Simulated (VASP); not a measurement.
# K3Sr in VASP: notebook, part 2 of 2

VASP 6.6.1.

### Step 5. Molecular dynamics, PBE

INCAR reads:

```
ALGO = Normal
ANDERSEN_PROB = 0.0
EDIFF = 1E-5
ENCUT = 520
GGA = PE
IBRION = 0
ISIF = 2
ISMEAR = 0
ISYM = 0
LASPH = True
LCHARG = False
LREAL = False
LWAVE = False
MDALGO = 1
NELM = 60
NELMIN = 4
NSW = 40
POTIM = 1.0
PREC = Accurate
RANDOM_SEED = 303274 0 0
SIGMA = 0.1
TEBEG = 300.0
TEEND = 300.0
```

KPOINTS reads:

```
k-points
0
Gamma
  3 3 3
```

POSCAR reads:

```
K3Sr
1.0
    5.8295050000      0.3047800000      0.5587150000
   -0.3875800000      5.6302230000     -0.7119760000
    0.2537850000      1.2615270000      4.3640640000
K Sr
3 1
Direct
    0.8309610000      0.7590540000      0.0615940000
    0.3233980000      0.9279100000      0.5669080000
    0.3157140000      0.4678000000      0.1403980000
    0.8137870000      0.2459070000      0.5542180000
```

Potentials or basis: VASP PAW PBE potentials, release 64 (K_sv, Sr_sv).

Launch:

```bash
$ cat potpaw_PBE.64/K_sv/POTCAR potpaw_PBE.64/Sr_sv/POTCAR > POTCAR
$ mpirun -np 1 vasp_std > vasp.out
```

OUTCAR:

```text
EDIFF = 1E-5
   ENCUT = 520
   GGA = PE
   IBRION = 0
   ISIF = 2
   ISMEAR = 0
   ISYM = 0
   LASPH = True
   LREAL = False
   NELM = 60
   NELMIN = 4
   NSW = 40
   POTIM = 1.0
   PREC = Accurate
   TEBEG = 300.0

 ion  position               nearest neighbor table
   1  0.831  0.759  0.062-   4 3.34   3 3.35   3 3.37   2 3.38   4 3.39   2 3.70   4 3.81   4 3.99

   2  0.323  0.928  0.567-   4 3.34   1 3.38   3 3.38   3 3.40   3 3.49   4 3.54   1 3.70
   3  0.316  0.468  0.140-   4 3.33   1 3.35   1 3.37   2 3.38   2 3.40   2 3.49   4 3.86   4 3.99

   4  0.814  0.246  0.554-   3 3.33   2 3.34   1 3.34   1 3.39   2 3.54   1 3.81   3 3.86   3 3.99
                             1 3.99

IMPORTANT INFORMATION: All symmetrisations will be switched off!
NOSYMM: (Re-)initialisation of all symmetry stuff for point group C_1.

----------------------------------------------------------------------------------------

                                     Primitive cell

  volume of cell :     147.8596

  direct lattice vectors                    reciprocal lattice vectors
     5.829505000  0.304780000  0.558715000     0.172250088  0.010217362 -0.012970471
    -0.387580000  5.630223000 -0.711976000    -0.004228642  0.171098380 -0.049213774
     0.253785000  1.261527000  4.364064000    -0.022742425  0.026605785  0.222775782

  length of vectors
     5.864143744  5.688280857  4.549825469     0.173039650  0.178085746  0.225508614

  position of ions in fractional coordinates (direct lattice)
     0.830961000  0.759054000  0.061594000
     0.323398000  0.927910000  0.566908000
     0.315714000  0.467800000  0.140398000
     0.813787000  0.245907000  0.554218000

  ion indices of the primitive-cell ions
   primitive index   ion index
                 1           1
                 2           2
                 3           3
                 4           4

----------------------------------------------------------------------------------------

 KPOINTS: k-points

Automatic generation of k-mesh.
 Grid dimensions read from file:
 generate k-points for:    3    3    3

 Generating k-lattice:

  Cartesian coordinates                     Fractional coordinates (reciprocal lattice)
     0.057416696  0.003405787 -0.004323490     0.333333333  0.000000000 -0.000000000
    -0.001409547  0.057032793 -0.016404591     0.000000000  0.333333333  0.000000000
    -0.007580808  0.008868595  0.074258594     0.000000000  0.000000000  0.333333333

  Length of vectors
     0.057679883  0.059361915  0.075169538

  Shift w.r.t. Gamma in fractional coordinates (k-lattice)
     0.000000000  0.000000000  0.000000000

 Subroutine IBZKPT returns following result:
 ===========================================

 Found     14 irreducible k-points:

 Following reciprocal coordinates:
            Coordinates               Weight
  0.000000  0.000000  0.000000      1.000000
  0.333333  0.000000  0.000000      2.000000
 -0.000000  0.333333 -0.000000      2.000000
  0.333333  0.333333  0.000000      2.000000
 -0.333333  0.333333 -0.000000      2.000000
  0.000000  0.000000  0.333333      2.000000
  0.333333  0.000000  0.333333      2.000000
 -0.333333 -0.000000  0.333333      2.000000
  0.000000  0.333333  0.333333      2.000000
  0.333333  0.333333  0.333333      2.000000
 -0.333333  0.333333  0.333333      2.000000
  0.000000 -0.333333  0.333333      2.000000
  0.333333 -0.333333  0.333333      2.000000
 -0.333333 -0.333333  0.333333      2.000000
   k-points           NKPTS =     14   k-points in BZ     NKDIM =     14   number of bands    NBANDS=     22
   number of dos      NEDOS =    301   number of ions     NIONS =      4
   total plane-waves  NPLWV =  72576
   dimension x,y,z NGX =    48 NGY =   42 NGZ =   36
   dimension x,y,z NGXF=    96 NGYF=   84 NGZF=   72
   ions per type =               3   1
   NGX,Y,Z   is equivalent  to a cutoff of  13.61, 12.27, 13.15 a.u.
   NGXF,Y,Z  is equivalent  to a cutoff of  27.22, 24.55, 26.31 a.u.
 SYSTEM =  unknown system
   PREC   = accura    normal or accurate (medium, high low for compatibility)
   ISTART =      0    job   : 0-new  1-cont  2-samecut
   ICHARG =      2    charge: 1-file 2-atom 10-const
   ISPIN  =      1    spin polarized calculation?
   LNONCOLLINEAR =      F non collinear calculations
   LSORBIT =      F    spin-orbit coupling
   LASPH  =      T    aspherical Exc in radial PAW
   ENCUT  =  520.0 eV  38.22 Ry    6.18 a.u.  10.90 10.58  8.46*2*pi/ulx,y,z
   NELM   =     60;   NELMIN=  4; NELMDL= -5     # of ELM steps
   EDIFF  = 0.1E-04   stopping-criterion for ELM
   LREAL  =      F    real-space projection
   EDIFFG = 0.1E-03   stopping-criterion for IOM
   NSW    =     40    number of steps for IOM
   IBRION =      0    ionic relax: 0-MD 1-quasi-New 2-CG
   NFREE  =      0    steps in history (QN), initial steepest desc. (CG)
   ISIF   =      2    stress and relaxation
   ISYM   =      0    0-nonsym 1-usesym 2-fastsym
   POTIM  = 1.0000    time-step for ionic-motion
   TEBEG  =  300.0;   TEEND  = 300.0 temperature during run
   PSTRESS=    0.0 pullay stress
   NELECT =      37.0000    total number of electrons
   NUPDOWN=      -1.0000    fix difference up-down
   EMIN   =  10.00;   EMAX   =-10.00  energy-range for DOS
   EFERMI =   0.00;   METHOD = LEGACY
   ISMEAR =     0;   SIGMA  =   0.10  broadening in eV -4-tet -1-fermi 0-gaus
   EFERMI_NEDOS =   21; number of points for ismear=-14 and -15
   IALGO  =     38    algorithm
   IMIX   =      4    mixing-type and parameters
     AMIX     =   0.40;   BMIX     =  1.00
     AMIX_MAG =   1.60;   BMIX_MAG =  1.00
  volume/ion in A,a.u.               =      36.96       249.45
  Fermi-wavevector in a.u.,A,eV,Ry     =   1.031634  1.949505 14.480249  1.064268
  Thomas-Fermi vector in A             =   2.165792
   LORBIT       =      0    0 simple, 1 ext, 2 COOP (PROOUT), +10 PAW based schemes
   GGA     = PE    functional components
   LHFCALC =     F    Hartree Fock is set to
   AEXX    =    0.0000 exact exchange contribution
   IVDW    =     0    specifies the selected vdW correction
   LEPSILON=     F    determine dielectric tensor
   LRPA    =     F    only Hartree local field effects (RPA)
 molecular dynamics for ions
 non-spin polarized calculation
 Gauss-broadening in eV      SIGMA  =   0.10
  energy-cutoff  :      520.00
  volume of cell :      147.86
 maximum number of plane-waves:      3998
 NGX is ok and might be reduce to    48
   NGX = 21   NGY = 21   NGZ = 17

--------------------------------------- Ionic step        1  -------------------------------------------

 number of electron      37.0000000 magnetization

 Free energy of the ion-electron system (eV)
  ---------------------------------------------------
  ext. energy  EPLUGINS =         0.00000000
  ---------------------------------------------------
  free energy    TOTEN  =        -1.42846187 eV

  energy without entropy =       -1.40182891  energy(sigma->0) =       -1.41514539

------------------------ aborting loop because EDIFF is reached ----------------------------------------

  FORCE on cell =-STRESS in cart. coord.  units (eV):
  Direction    XX          YY          ZZ          XY          YZ          ZX
  --------------------------------------------------------------------------------------
  -------------------------------------------------------------------------------------
  Total        9.9838399      7.0769168      6.9449419      0.2583481     -2.7961748     -0.4265698
  in kB      108.1829055     76.6840637     75.2540100      2.7994082    -30.2987945     -4.6222254
  external PRESSURE =      86.7069931 kB  Pullay stress =       0.0000000 kB
[... 121 lines left out ...]
  ENERGY OF THE ELECTRON-ION-THERMOSTAT SYSTEM (eV)
  ---------------------------------------------------
% ion-electron   TOTEN  =        -1.424908  see above
  kinetic energy EKIN   =         0.111854
  kin. lattice  EKIN_LAT=         0.000000  (temperature  288.45 K)
  nose potential ES     =         0.000000
  nose kinetic   EPS    =         0.000000
  ---------------------------------------------------
  total energy   ETOTAL =        -1.313054 eV

[... ionic steps 4 to 37 ...]

--------------------------------------- Ionic step       38  -------------------------------------------

 number of electron      36.9999999 magnetization

------------------------ aborting loop because EDIFF is reached ----------------------------------------
[... 91 lines left out ...]
--------------------------------------- Ionic step       40  -------------------------------------------

 number of electron      36.9999999 magnetization

 Free energy of the ion-electron system (eV)
  ---------------------------------------------------
  ext. energy  EPLUGINS =         0.00000000
  ---------------------------------------------------
  free energy    TOTEN  =        -1.42811567 eV

  energy without entropy =       -1.40325239  energy(sigma->0) =       -1.41568403

 E-fermi :   2.3498     XC(G=0):  -7.9147

 val. band max:        2.3131274639   @ k =   0.0000  -0.3333   0.3333
 cond. band min:       2.3622015515   @ k =   0.0000   0.3333   0.3333
 fundamental gap:      0.0490740876
 Fermi energy:         2.3498059059

 k-point     1 :       0.0000    0.0000    0.0000
  band No.  band energies     occupation
      1     -34.4915      2.00000
      2     -29.9014      2.00000
      3     -29.7698      2.00000
      4     -29.6659      2.00000
      5     -16.6606      2.00000
      6     -16.5944      2.00000
[... 376 lines left out ...]
  ENERGY OF THE ELECTRON-ION-THERMOSTAT SYSTEM (eV)
  ---------------------------------------------------
% ion-electron   TOTEN  =        -1.428116  see above
  kinetic energy EKIN   =         0.115084
  kin. lattice  EKIN_LAT=         0.000000  (temperature  296.77 K)
  nose potential ES     =         0.000000
  nose kinetic   EPS    =         0.000000
  ---------------------------------------------------
  total energy   ETOTAL =        -1.313032 eV
```

OSZICAR:

```text
N       E                     dE             d eps       ncg     rms          rms(c)
DAV:   1     0.292289195961E+03    0.29229E+03   -0.17638E+04   616   0.148E+03
[... 238 lines left out ...]
     39 T=   290. E= -.13130317E+01 F= -.14255619E+01 E0= -.14131124E+01  EK= 0.11253E+00 SP= 0.00E+00 SK= 0.00E+00
       N       E                     dE             d eps       ncg     rms          rms(c)
DAV:   1    -0.142811562845E+01   -0.25537E-02   -0.81199E-05   362   0.106E+00    0.352E-04
DAV:   2    -0.142811567858E+01   -0.50134E-07   -0.60125E-07   530   0.339E-03    0.563E-04
DAV:   3    -0.142811568034E+01   -0.17549E-08   -0.59625E-08   434   0.123E-03    0.338E-04
DAV:   4    -0.142811567025E+01    0.10083E-07   -0.23404E-08   362   0.927E-04
     40 T=   297. E= -.13130318E+01 F= -.14281157E+01 E0= -.14156840E+01  EK= 0.11508E+00 SP= 0.00E+00 SK= 0.00E+00
```

CONTCAR:

```text
K3Sr
   1.00000000000000
     5.8295050000000002    0.3047800000000000    0.5587150000000000
    -0.3875800000000000    5.6302230000000000   -0.7119760000000001
     0.2537850000000000    1.2615270000000001    4.3640639999999999
  K               Sr
     3     1
Direct
     0.8619581665021739    0.7721123814471216    0.0645805868558855
     0.3295845554866222    0.9216012357950930    0.5554378571716468
     0.3059894610415591    0.4723864348551622    0.1274198316459325
     0.8015340995421018    0.2408486004918594    0.5637947004989565

  0.33675179E-02  0.21948892E-02  0.63546650E-03
  0.72900680E-03 -0.24677526E-02 -0.13362145E-02
  0.63699797E-03 -0.12563977E-02 -0.34383617E-02
 -0.21122035E-02  0.68239041E-03  0.18469631E-02

           1
   1.00000000000000
  0.10000000E+01  0.00000000E+00  0.00000000E+00  0.00000000E+00
  0.86255241E+00  0.77244241E+00  0.64703965E-01
  0.32970224E+00  0.92124168E+00  0.55505795E+00
  0.30613094E+00  0.47233799E+00  0.12660593E+00
  0.80115329E+00  0.24088339E+00  0.56427235E+00
  0.00000000E+00  0.00000000E+00  0.00000000E+00
  0.00000000E+00  0.00000000E+00  0.00000000E+00
  0.00000000E+00  0.00000000E+00  0.00000000E+00
  0.00000000E+00  0.00000000E+00  0.00000000E+00
  0.00000000E+00  0.00000000E+00  0.00000000E+00
  0.00000000E+00  0.00000000E+00  0.00000000E+00
  0.00000000E+00  0.00000000E+00  0.00000000E+00
  0.00000000E+00  0.00000000E+00  0.00000000E+00
```

It took 14 min on 1 thread of Intel Xeon 8259CL, shared host; peak memory 0.32 GiB.

The path:
```tsv
step	potential energy change (eV)	largest force (eV/Å)	pressure (GPa)	volume (Å³)	temperature (K)
1	0.0000	0.6189	8.67	147.86	298
2	0.0018	0.6239	8.68	147.86	293
3	0.0036	0.6287	8.68	147.86	288
4	0.0053	0.6334	8.68	147.86	284
5	0.0069	0.6382	8.68	147.86	280
6	0.0085	0.6426	8.68	147.86	276
7	0.0101	0.6471	8.68	147.86	272
8	0.0116	0.6511	8.68	147.86	268
9	0.0130	0.6553	8.68	147.86	264
10	0.0143	0.6592	8.68	147.86	261
11	0.0156	0.6629	8.68	147.86	257
12	0.0168	0.6665	8.68	147.86	254
13	0.0179	0.6700	8.68	147.86	252
14	0.0189	0.6732	8.68	147.86	249
15	0.0198	0.6764	8.68	147.86	247
16	0.0206	0.6794	8.68	147.86	245
17	0.0213	0.6822	8.68	147.86	243
18	0.0219	0.6848	8.68	147.86	241
19	0.0223	0.6873	8.68	147.86	240
20	0.0227	0.6897	8.68	147.86	239
21	0.0229	0.6919	8.68	147.86	239
22	0.0230	0.6939	8.68	147.86	238
23	0.0230	0.6958	8.68	147.86	238
24	0.0228	0.6975	8.68	147.86	239
25	0.0225	0.6990	8.69	147.86	240
26	0.0221	0.7003	8.69	147.86	241
27	0.0215	0.7015	8.69	147.86	242
28	0.0208	0.7026	8.69	147.86	244
29	0.0200	0.7035	8.69	147.86	246
30	0.0189	0.7042	8.69	147.86	249
31	0.0178	0.7047	8.69	147.86	252
32	0.0165	0.7050	8.69	147.86	255
33	0.0150	0.7052	8.69	147.86	259
34	0.0134	0.7053	8.69	147.86	263
35	0.0116	0.7051	8.69	147.86	268
36	0.0096	0.7048	8.69	147.86	273
37	0.0075	0.7043	8.69	147.86	278
38	0.0053	0.7036	8.69	147.86	284
39	0.0029	0.7027	8.70	147.86	290
40	0.0003	0.7017	8.70	147.86	297
```

Caveat: the k points lie up to 0.47 Å⁻¹ apart.
